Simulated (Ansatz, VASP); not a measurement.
# MgS: VASP beside Ansatz

INCAR

```
PREC     = Accurate       # precision mode
ENCUT    = 520            # plane-wave cutoff, eV
EDIFF    = 1E-6           # SCF threshold, eV
ISMEAR   = -1             # smearing method
SIGMA    = 0.03           # smearing width, eV
LREAL    = F              # projectors in reciprocal space
LASPH    = T              # aspherical terms in the spheres
NELM     = 100            # most SCF steps
ALGO     = Normal         # electronic algorithm
ISIF     = 2              # what is computed and relaxed
LWAVE    = F              # write WAVECAR
LCHARG   = F              # write CHGCAR
GGA      = PE             # functional
NBANDS   = 11             # bands
```

File KPOINTS:

```
regular mesh
0
Gamma
  5 5 5
```

POSCAR

```
MgS
1.0
    0.0000000000      2.6016500000      2.6016500000
    2.6016500000      0.0000000000      2.6016500000
    2.6016500000      2.6016500000      0.0000000000
S Mg
1 1
Direct
    0.5000000000      0.5000000000      0.5000000000
    0.0000000000      0.0000000000      0.0000000000
```

Contents of input.yaml:

```yaml
crystal:
  lattice:
    - [0.0, 2.60165, 2.60165]
    - [2.60165, 0.0, 2.60165]
    - [2.60165, 2.60165, 0.0]
  atoms:
    - { symbol: S, position: [0.5, 0.5, 0.5] }
    - { symbol: Mg, position: [0.0, 0.0, 0.0] }
kpoints:
  mp_grid: { grid: [5, 5, 5] }
scf:
  occupations: { method: fermi_dirac, width: 0.03 }
hamiltonian:
  xc: pbe
  pseudopotentials: { kind: all_electron, lapw: { basis_error: 0.002 } }
output:
  forces: true
  stress: true
  eigenvalues: true
```

Alike in both runs: task single point; functional PBE; k mesh 5 × 5 × 5; occupations fermi-dirac, width 0.03 eV; no spin polarisation.

|  | VASP | Ansatz |
| --- | --- | --- |
| version | VASP 6.6.1 | Ansatz 0.2.0 |
| potentials or method | VASP PAW PBE potentials, release 64 (S, Mg), cutoff 520 eV | all-electron LAPW, scalar-relativistic |

Ansatz gave:

* gap on the k mesh at the Fermi level (eV): 3.19
* least direct gap on the mesh (eV): 3.71
* pressure (GPa): 1.3

**Question.** What did VASP give for the same quantities?

**Answer.** gap on the k mesh at the Fermi level (eV): 3.18; least direct gap on the mesh (eV): 3.71; pressure (GPa): 1.0.

Ansatz ran all-electron here, and VASP with PAW potentials.
